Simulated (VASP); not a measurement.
A run of VASP 6.6.1 is set up as follows.

Contents of POSCAR:

```
Cu
1.0
    2.5340966700      0.0000000000      0.0000000000
   -1.2670483300      2.1945920900      0.0000000000
    0.0000000000      0.0000000000      4.1125710000
Cu
2
Direct
    0.3333333300      0.6666666700      0.2500000000
    0.6666666700      0.3333333300      0.7500000000
```

INCAR.step1

```
SYSTEM = Cu
PREC = Accurate ; ENCUT = 520
ISMEAR = -1 ; SIGMA = 0.1
LREAL = .FALSE. ; LASPH = .TRUE.
NELM = 100 ; NBANDS = 18
GGA = PE ; ALGO = Normal
EDIFF = 1E-4 ; LWAVE = .TRUE.
LCHARG = .FALSE.
```

The input INCAR.step2:

```
SYSTEM = Cu
PREC = Accurate ; ENCUT = 520
EDIFF = 1E-6 ; ISMEAR = -1
SIGMA = 0.1 ; LREAL = .FALSE.
LASPH = .TRUE. ; NELM = 100
ALGO = Normal ; ISIF = 2
LWAVE = .FALSE. ; LCHARG = .TRUE.
METAGGA = R2SCAN ; LMIXTAU = .TRUE.
LELF = .TRUE. ; LVHAR = .TRUE.
NBANDS = 18 ; ISTART = 1
```

File KPOINTS:

```
regular mesh
0
G
  15 15 8
  0 0 0
```

Potentials or basis: VASP PAW PBE potentials, release 64 (Cu).

The run is started by

```sh
$ cat potpaw_PBE.64/Cu/POTCAR > POTCAR
$ cp INCAR.step1 INCAR
$ mpirun -np 1 vasp_std > vasp.out
$ cp INCAR.step2 INCAR
$ mpirun -np 1 vasp_std > vasp.out
```

Task: Predict the band gap on the k mesh.

Result: Zero (bands 11 and 12 overlap by 6.36 eV).

Task: Estimate the pressure.

Result: 1.0 GPa.

Stress tensor (GPa, compression positive):
```
-0.11  0.00  0.00
 0.00 -0.11  0.00
 0.00  0.00  3.12
```

Caveat: the PAW data sets were made with another functional, which shifts forces and pressure a little.
